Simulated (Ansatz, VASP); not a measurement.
One calculation of MgS, two programs

The input INCAR:

```
SYSTEM = MgS
  ALGO = Normal
  EDIFF = 1E-6
  ENCUT = 520
  GGA = PE
  ISIF = 2
  ISMEAR = 0
  LASPH = .TRUE.
  LCHARG = .FALSE.
  LREAL = .FALSE.
  LWAVE = .FALSE.
  NBANDS = 11
  NELM = 100
  PREC = Accurate
  SIGMA = 0.05
```

Contents of KPOINTS:

```
k-points
0
G
  12 12 12
  0 0 0
```

POSCAR

```
MgS
1.0
    0.0000000000      2.8331200500      2.8331200500
    2.8331200500      0.0000000000      2.8331200500
    2.8331200500      2.8331200500      0.0000000000
Mg S
1 1
Direct
    0.0000000000      0.0000000000      0.0000000000
    0.2500000000      0.2500000000      0.2500000000
```

Input for Ansatz:

```yaml
crystal:
  lattice:
    - [0.0, 2.83312005, 2.83312005]
    - [2.83312005, 0.0, 2.83312005]
    - [2.83312005, 2.83312005, 0.0]
  atoms:
    - { symbol: Mg, position: [0.0, 0.0, 0.0] }
    - { symbol: S, position: [0.25, 0.25, 0.25] }
basis:
  ecutwfc: 420
kpoints:
  mp_grid: { grid: [12, 12, 12] }
hamiltonian:
  xc: pbe
  pseudopotentials: { kind: paw }
scf:
  occupations: { method: gaussian, width: 0.05 }
output:
  forces: true
  eigenvalues: true
  eigenstates:
    nscf_kmesh: { grid: [34, 34, 34] }
    top_band: c6
    de_dk: true
    localisation: true
  stress: true
checkpoint:
  write: ck
  compress: false
  write_wavefunctions: false
  write_every: 100000
```

Alike in both runs: task single point; functional PBE; k mesh 12 × 12 × 12; occupations gaussian, width 0.05 eV; no spin polarisation.

|  | VASP | Ansatz |
| --- | --- | --- |
| version | VASP 6.6.1 | Ansatz 0.2.0 |
| potentials or method | VASP PAW PBE potentials, release 64 (Mg, S), cutoff 520 eV | scalar-relativistic, plane waves, PAW |
| valence electrons in the cell | 8 | 16 |

```tsv
	VASP	Ansatz	Ansatz less VASP
gap on the k mesh at the Fermi level (eV)	3.45	3.45	+0.008
pressure (GPa)	0.8	0.9	+0.15
```

With one functional, cell and mesh, what is left measures potentials, basis and numerics. VASP's potentials hold 8 valence electrons a cell and Ansatz's 16, so a difference there can come from the potentials and not from the codes.
